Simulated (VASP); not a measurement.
Input of a VASP 6.6.1 run:

The input INCAR:

```
ALGO = Normal ; EDIFF = 1E-6
ENCUT = 520 ; GGA = PE
ISIF = 2 ; ISMEAR = 0
LASPH = T ; LCHARG = F
LREAL = F ; LWAVE = F
NBANDS = 34 ; NELM = 80
PREC = Accurate ; SIGMA = 0.1
```

The input KPOINTS:

```
k-points
0
Gamma
  6 6 2
```

File POSCAR:

```
KHf3O2
1.0
    4.1844055400      0.0000000000      0.0000000000
   -2.0922027700      3.6238015000      0.0000000000
    0.0000000000      0.0000000000      8.8297018600
K Hf O
1 3 2
Direct
    0.0000000000      0.0000000000      0.0000000000
    0.0000000000      0.0000000000      0.2673787000
    0.0000000000      0.0000000000      0.7326213000
    0.0000000000      0.0000000000      0.5000000000
    0.3333333300      0.6666666700      0.8680747700
    0.6666666700      0.3333333300      0.1319252300
```

Potentials or basis: VASP PAW PBE potentials, release 64 (K_sv, Hf_pv, O).

Launch:

```bash
$ cat potpaw_PBE.64/K_sv/POTCAR potpaw_PBE.64/Hf_pv/POTCAR potpaw_PBE.64/O/POTCAR > POTCAR
$ mpirun -np 1 vasp_std > vasp.out
```

Question: Estimate the pressure.

Answer: 7.5 GPa.

Question: What does it give for the largest force?

Answer: 8.763 eV/Å.

Question: Predict the band gap on the k mesh.

Answer: Zero (an odd number of electrons rules out a gap without spin polarisation).

Forces in eV/Å, atoms in the order of the input:
```
K    0.000  0.000  0.000
Hf   0.000  0.000 -8.763
Hf   0.000  0.000  8.763
Hf   0.000  0.000  0.000
O    0.000  0.000 -2.403
O    0.000  0.000  2.403
```

Caveat: atoms lie so close that the PAW spheres overlap strongly, which falsifies energies and pressures; the cell stands under pressure; spin-orbit coupling is left out, which moves the levels of the heavy elements; an odd number of electrons without spin polarisation forces a metal; a magnetic or distorted state may lie lower.
